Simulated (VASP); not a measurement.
# Be (Im-3m) in VASP: notebook

Runs on Be. Level: PBE. Tasks: single point.

Program: VASP 6.6.1. These are calculated values, not measurements. Logs are shortened: lines on timing, memory, paths and dates and some standing lists are left out, and cuts for length are marked.

### Step 1. The cell of the first run

It takes space group Im-3m (No. 229, cubic). Conventional cell: a = 2.437 Å, b = 2.437 Å, c = 2.437 Å, α = 90.00°, β = 90.00°, γ = 90.00°. Within 2.8 Å of Be (site symmetry m-3m) lie 14 Be at 2.11 to 2.44 Å.

This isn't the form of Be at room conditions, which is hcp.

### Step 2. Single point, PBE

INCAR

```
PREC = Accurate
ENCUT = 520
EDIFF = 1E-6
ISMEAR = -1
SIGMA = 0.08
LREAL = False
LASPH = True
NELM = 60
ALGO = Normal
ISIF = 2
LWAVE = False
LCHARG = True
GGA = PE
LELF = True
LVHAR = True
NBANDS = 7
```

KPOINTS

```
regular mesh
0
Gamma
  22 22 22
```

POSCAR

```
Be
1.0
   -1.2182898851      1.2182898851      1.2182898851
    1.2182898851     -1.2182898851      1.2182898851
    1.2182898851      1.2182898851     -1.2182898851
Be
1
Direct
    0.0000000000      0.0000000000      0.0000000000
```

Potentials or basis: VASP PAW PBE potentials, release 64 (Be).

Launch:

```bash
$ cat potpaw_PBE.64/Be/POTCAR > POTCAR
$ mpirun -np 1 vasp_std > vasp.out
```

OUTCAR:

```text
PREC = Accurate
   ENCUT = 520
   EDIFF = 1E-6
   ISMEAR = -1
   LREAL = False
   LASPH = True
   NELM = 60
   ISIF = 2
   GGA = PE

 ion  position               nearest neighbor table
   1  0.000  0.000  0.000-

  LATTYP: Found a body centered cubic cell.
 ALAT       =     2.4365797702

  Lattice vectors:

 A1 = (  -1.2182898851,   1.2182898851,   1.2182898851)
 A2 = (   1.2182898851,  -1.2182898851,   1.2182898851)
 A3 = (   1.2182898851,   1.2182898851,  -1.2182898851)

Analysis of symmetry for initial positions (statically):
=====================================================================
 Subroutine PRICEL returns:
 Original cell was already a primitive cell.

 Routine SETGRP: Setting up the symmetry group for a
 body centered cubic supercell.

 Subroutine GETGRP returns: Found 48 space group operations
 (whereof 48 operations were pure point group operations)
 out of a pool of 48 trial point group operations.

The static configuration has the point symmetry O_h .

Analysis of symmetry for dynamics (positions and initial velocities):
=====================================================================
 Subroutine PRICEL returns:
 Original cell was already a primitive cell.

 Routine SETGRP: Setting up the symmetry group for a
 body centered cubic supercell.

 Subroutine GETGRP returns: Found 48 space group operations
 (whereof 48 operations were pure point group operations)
 out of a pool of 48 trial point group operations.

The dynamic configuration has the point symmetry O_h .

 Subroutine INISYM returns: Found 48 space group operations
 (whereof 48 operations are pure point group operations),
 and found     1 'primitive' translations

----------------------------------------------------------------------------------------

                                     Primitive cell

  volume of cell :       7.2329

  direct lattice vectors                    reciprocal lattice vectors
    -1.218289885  1.218289885  1.218289885     0.000000000  0.410411353  0.410411353
     1.218289885 -1.218289885  1.218289885     0.410411353  0.000000000  0.410411353
     1.218289885  1.218289885 -1.218289885     0.410411353  0.410411353  0.000000000

  length of vectors
     2.110139979  2.110139979  2.110139979     0.580409301  0.580409301  0.580409301

  position of ions in fractional coordinates (direct lattice)
     0.000000000  0.000000000  0.000000000

  ion indices of the primitive-cell ions
   primitive index   ion index
                 1           1

----------------------------------------------------------------------------------------

 KPOINTS: regular mesh

Automatic generation of k-mesh.
 Grid dimensions read from file:
 generate k-points for:   22   22   22

 Generating k-lattice:

  Cartesian coordinates                     Fractional coordinates (reciprocal lattice)
     0.000000000  0.018655061  0.018655061     0.045454545  0.000000000  0.000000000
     0.018655061  0.000000000  0.018655061     0.000000000  0.045454545  0.000000000
     0.018655061  0.018655061  0.000000000     0.000000000  0.000000000  0.045454545

  Length of vectors
     0.026382241  0.026382241  0.026382241

  Shift w.r.t. Gamma in fractional coordinates (k-lattice)
     0.000000000  0.000000000  0.000000000

 Subroutine IBZKPT returns following result:
 ===========================================

 Found    328 irreducible k-points:

 Following reciprocal coordinates:
            Coordinates               Weight
  0.000000  0.000000  0.000000      1.000000
  0.045455  0.000000  0.000000     12.000000
  0.090909  0.000000  0.000000     12.000000
  0.136364  0.000000  0.000000     12.000000
  0.181818  0.000000  0.000000     12.000000
  0.227273  0.000000  0.000000     12.000000
[... 16 lines left out ...]
  0.090909  0.090909  0.000000     24.000000
  0.136364  0.090909  0.000000     48.000000
 [... further k-points ...]
   k-points           NKPTS =    328   k-points in BZ     NKDIM =    328   number of bands    NBANDS=      7
   number of dos      NEDOS =    301   number of ions     NIONS =      1
   total plane-waves  NPLWV =   4096
   dimension x,y,z NGX =    16 NGY =   16 NGZ =   16
   dimension x,y,z NGXF=    32 NGYF=   32 NGZF=   32
   ions per type =               1
   NGX,Y,Z   is equivalent  to a cutoff of  12.61, 12.61, 12.61 a.u.
   NGXF,Y,Z  is equivalent  to a cutoff of  25.21, 25.21, 25.21 a.u.
 SYSTEM =  unknown system
   PREC   = accura    normal or accurate (medium, high low for compatibility)
   ISTART =      0    job   : 0-new  1-cont  2-samecut
   ICHARG =      2    charge: 1-file 2-atom 10-const
   ISPIN  =      1    spin polarized calculation?
   LNONCOLLINEAR =      F non collinear calculations
   LSORBIT =      F    spin-orbit coupling
   LASPH  =      T    aspherical Exc in radial PAW
   ENCUT  =  520.0 eV  38.22 Ry    6.18 a.u.   3.92  3.92  3.92*2*pi/ulx,y,z
   NELM   =     60;   NELMIN=  2; NELMDL= -5     # of ELM steps
   EDIFF  = 0.1E-05   stopping-criterion for ELM
   LREAL  =      F    real-space projection
   EDIFFG = 0.1E-04   stopping-criterion for IOM
   NSW    =      0    number of steps for IOM
   IBRION =     -1    ionic relax: 0-MD 1-quasi-New 2-CG
   NFREE  =      0    steps in history (QN), initial steepest desc. (CG)
   ISIF   =      2    stress and relaxation
   ISYM   =      2    0-nonsym 1-usesym 2-fastsym
   POTIM  = 0.5000    time-step for ionic-motion
   TEBEG  =    0.0;   TEEND  =   0.0 temperature during run
   PSTRESS=    0.0 pullay stress
   NELECT =       2.0000    total number of electrons
   NUPDOWN=      -1.0000    fix difference up-down
   EMIN   =  10.00;   EMAX   =-10.00  energy-range for DOS
   EFERMI =   0.00;   METHOD = LEGACY
   ISMEAR =    -1;   SIGMA  =   0.08  broadening in eV -4-tet -1-fermi 0-gaus
   EFERMI_NEDOS =   21; number of points for ismear=-14 and -15
   IALGO  =     38    algorithm
   IMIX   =      4    mixing-type and parameters
     AMIX     =   0.40;   BMIX     =  1.00
     AMIX_MAG =   1.60;   BMIX_MAG =  1.00
  volume/ion in A,a.u.               =       7.23        48.81
  Fermi-wavevector in a.u.,A,eV,Ry     =   1.066549  2.015486 15.476995  1.137527
  Thomas-Fermi vector in A             =   2.202137
   LORBIT       =      0    0 simple, 1 ext, 2 COOP (PROOUT), +10 PAW based schemes
   GGA     = PE    functional components
[... 5 lines left out ...]
 non-spin polarized calculation
  energy-cutoff  :      520.00
  volume of cell :        7.23
 maximum number of plane-waves:       206
   NGX =  7   NGY =  7   NGZ =  7

 number of electron       2.0000000 magnetization

 Free energy of the ion-electron system (eV)
  ---------------------------------------------------
  ext. energy  EPLUGINS =         0.00000000
  ---------------------------------------------------
  free energy    TOTEN  =        -3.64679181 eV

  energy without entropy =       -3.64374049  energy(sigma->0) =       -3.64526615

 E-fermi :   8.6464     XC(G=0): -10.9083

 val. band max:        8.6157457114   @ k =   0.2727   0.2727   0.1364
 cond. band min:       8.6821599450   @ k =  -0.4091  -0.4545   0.2727
 fundamental gap:      0.0664142336
 Fermi energy:         8.6464475164

 k-point     1 :       0.0000    0.0000    0.0000
  band No.  band energies     occupation
      1      -4.0681      2.00000
      2      29.4069      0.00000
      3      29.4069      0.00000
      4      29.4069      0.00000
      5      41.0921      0.00000
      6      41.0921      0.00000
      7      41.0921      0.00000

 k-point     2 :       0.0455    0.0000    0.0000
  band No.  band energies     occupation
      1      -3.9935      2.00000
      2      29.0219      0.00000
      3      29.0800      0.00000
      4      29.3123      0.00000
      5      39.9950      0.00000
      6      40.0701      0.00000
      7      41.6210      0.00000

 k-point     3 :       0.0909    0.0000    0.0000
  band No.  band energies     occupation
      1      -3.7693      2.00000
      2      27.8335      0.00000
      3      28.2466      0.00000
      4      29.0341      0.00000
      5      37.9745      0.00000
      6      38.3590      0.00000
      7      41.8151      0.00000

 k-point     4 :       0.1364    0.0000    0.0000
  band No.  band energies     occupation
      1      -3.3954      2.00000
      2      25.8906      0.00000
      3      27.1721      0.00000
      4      28.5938      0.00000
      5      36.5975      0.00000
      6      36.6861      0.00000
      7      41.3211      0.00000

 k-point     5 :       0.1818    0.0000    0.0000
  band No.  band energies     occupation
      1      -2.8720      2.00000
      2      23.4579      0.00000
      3      26.0495      0.00000
      4      28.0350      0.00000
      5      35.1704      0.00000
      6      35.8835      0.00000
      7      41.2528      0.00000

 k-point     6 :       0.2273    0.0000    0.0000
  band No.  band energies     occupation
      1      -2.2002      2.00000
      2      20.8357      0.00000
      3      24.9862      0.00000
      4      27.4176      0.00000
      5      33.8420      0.00000
      6      35.6146      0.00000
      7      41.5696      0.00000

 k-point     7 :       0.2727    0.0000    0.0000
  band No.  band energies     occupation
      1      -1.3842      2.00000
      2      18.2209      0.00000
      3      24.0394      0.00000
      4      26.8028      0.00000
      5      32.7113      0.00000
      6      35.6266      0.00000
      7      42.2160      0.00000

 k-point     8 :       0.3182    0.0000    0.0000
  band No.  band energies     occupation
      1      -0.4345      2.00000
      2      15.7268      0.00000
      3      23.2399      0.00000
      4      26.2420      0.00000
      5      31.7831      0.00000
      6      35.8144      0.00000
      7      43.1325      0.00000

 k-point     9 :       0.3636    0.0000    0.0000
  band No.  band energies     occupation
      1       0.6228      2.00000
      2      13.4333      0.00000
      3      22.6057      0.00000
      4      25.7731      0.00000
      5      31.0597      0.00000
      6      36.0958      0.00000
      7      44.2502      0.00000

 k-point    10 :       0.4091    0.0000    0.0000
  band No.  band energies     occupation
      1       1.7220      2.00000
      2      11.4357      0.00000
      3      22.1470      0.00000
      4      25.4224      0.00000
      5      30.5423      0.00000
      6      36.3898      0.00000
      7      45.4612      0.00000

 k-point    11 :       0.4545    0.0000    0.0000
  band No.  band energies     occupation
      1       2.6870      2.00000
      2       9.9262      0.00000
      3      21.8697      0.00000
      4      25.2060      0.00000
      5      30.2316      0.00000
      6      36.6133      0.00000
      7      46.5377      0.00000
[... 51 lines left out ...]
 k-point    17 :       0.2273    0.0455    0.0000
  band No.  band energies     occupation
      1      -1.7526      2.00000
      2      19.5380      0.00000
      3      24.2107      0.00000
      4      26.6098      0.00000
      5      33.8905      0.00000
      6      35.5762      0.00000
      7      41.9137      0.00000

 k-point    18 :       0.2727    0.0455    0.0000
  band No.  band energies     occupation
      1      -0.8668      2.00000
      2      16.9736      0.00000
      3      23.3511      0.00000
      4      25.9561      0.00000
      5      32.9793      0.00000
      6      35.7105      0.00000
      7      42.6957      0.00000

 k-point    19 :       0.3182    0.0455    0.0000
  band No.  band energies     occupation
      1       0.1434      2.00000
      2      14.5697      0.00000
      3      22.6461      0.00000
      4      25.3903      0.00000
      5      32.2350      0.00000
      6      35.9797      0.00000
      7      43.7057      0.00000

 k-point    20 :       0.3636    0.0455    0.0000
  band No.  band energies     occupation
      1       1.2374      2.00000
      2      12.4067      0.00000
      3      22.1087      0.00000
      4      24.9440      0.00000
      5      31.6690      0.00000
      6      36.3033      0.00000
      7      44.8675      0.00000

 k-point    21 :       0.4091    0.0455    0.0000
  band No.  band energies     occupation
      1       2.3087      2.00000
      2      10.6131      0.00000
      3      21.7468      0.00000
      4      24.6370      0.00000
      5      31.2885      0.00000
      6      36.5948      0.00000
      7      46.0483      0.00000

 k-point    22 :       0.4545    0.0455    0.0000
  band No.  band energies     occupation
      1       3.0764      2.00000
      2       9.4816      0.00006
      3      21.5648      0.00000
      4      24.4808      0.00000
      5      31.0973      0.00000
      6      36.7690      0.00000
      7      46.9372      0.00000

 k-point    23 :       0.0909    0.0909    0.0000
  band No.  band energies     occupation
      1      -3.1707      2.00000
      2      25.7695      0.00000
      3      25.8099      0.00000
      4      27.8204      0.00000
      5      36.1472      0.00000
      6      36.7399      0.00000
      7      41.2359      0.00000

 k-point    24 :       0.1364    0.0909    0.0000
  band No.  band energies     occupation
      1      -2.6465      2.00000
      2      23.4662      0.00000
      3      24.6945      0.00000
      4      27.0311      0.00000
      5      35.6741      0.00000
      6      36.1261      0.00000
      7      41.3854      0.00000

 [... further k-points ...]

------------------------ aborting loop because EDIFF is reached ----------------------------------------

  FORCE on cell =-STRESS in cart. coord.  units (eV):
  Direction    XX          YY          ZZ          XY          YZ          ZX
  --------------------------------------------------------------------------------------
  -------------------------------------------------------------------------------------
  Total        0.5058515      0.5058515      0.5058515      0.0000000     -0.0000000      0.0000000
  in kB      112.0525486    112.0525486    112.0525486      0.0000000     -0.0000000      0.0000000
  external PRESSURE =     112.0525486 kB  Pullay stress =       0.0000000 kB

 VOLUME and BASIS-vectors are now :
 -----------------------------------------------------------------------------
  energy-cutoff  :      520.00
  volume of cell :        7.23
      direct lattice vectors                 reciprocal lattice vectors
    -1.218289885  1.218289885  1.218289885     0.000000000  0.410411353  0.410411353
     1.218289885 -1.218289885  1.218289885     0.410411353  0.000000000  0.410411353
     1.218289885  1.218289885 -1.218289885     0.410411353  0.410411353  0.000000000

 POSITION                                       TOTAL-FORCE (eV/Angst)
 -----------------------------------------------------------------------------------
      0.00000      0.00000      0.00000         0.000000      0.000000      0.000000
 -----------------------------------------------------------------------------------
    total drift:                               -0.000000     -0.000000      0.000000

  FREE ENERGIE OF THE ION-ELECTRON SYSTEM (eV)
  ---------------------------------------------------
  free  energy   TOTEN  =        -3.6467918104 eV

  energy  without entropy=       -3.6437404855  energy(sigma->0) =       -3.64526615
```

Wall time 7.2 s (1 thread of Intel Xeon 8259CL, shared host); peak memory 0.12 GiB.

Results:

```
Free energy            : -3.6468 eV
Pressure               : 11.2 GPa
Band gap on the k mesh : zero (bands 1 and 2 overlap by 5.63 eV)
```

Caveat: the cell stands under pressure.

### Step 3. Single point, PBE

INCAR

```
SYSTEM = Be
PREC = Accurate
ENCUT = 520
EDIFF = 1E-7
ISMEAR = -1
SIGMA = 0.08
LREAL = .FALSE.
LASPH = .TRUE.
NELM = 80
ALGO = Normal
ISIF = 2
LWAVE = .FALSE.
LCHARG = .FALSE.
GGA = PE
NBANDS = 7
```

KPOINTS

```
regular mesh
0
G
  22 22 22
  0 0 0
```

POSCAR

```
Be
1.0
   -1.2182227666      1.2182227666      1.2182227666
    1.2182227666     -1.2182227666      1.2182227666
    1.2182227666      1.2182227666     -1.2182227666
Be
1
Direct
    0.0000000000      0.0000000000      0.0000000000
```

Potentials or basis: VASP PAW PBE potentials, release 64 (Be).

Launch:

```bash
$ cat potpaw_PBE.64/Be/POTCAR > POTCAR
$ mpirun -np 1 vasp_std > vasp.out
```

Run time: 7.1 s. Hardware: 1 thread of Intel Xeon 8259CL, shared host; peak memory 0.12 GiB.

The run converged. Its results:

| Quantity | Value |
| --- | --- |
| Free energy | -3.6467 eV |
| Pressure | 11.2 GPa |
| Band gap on the k mesh | zero (bands 1 and 2 overlap by 5.63 eV) |

Levels at points of the mesh, in eV from the Fermi level:
```
           k point  band 1  band 2  band 3  band 4  band 5
(0.00, 0.00, 0.00)  -12.72   20.76   20.76   20.76   32.45
(0.50, 0.00, 0.00)   -5.53    0.67   13.13   16.49   21.48
(0.50, 0.50, 0.50)    4.27    4.27    4.27   10.26   10.26
```

Caveat: the cell stands under pressure.
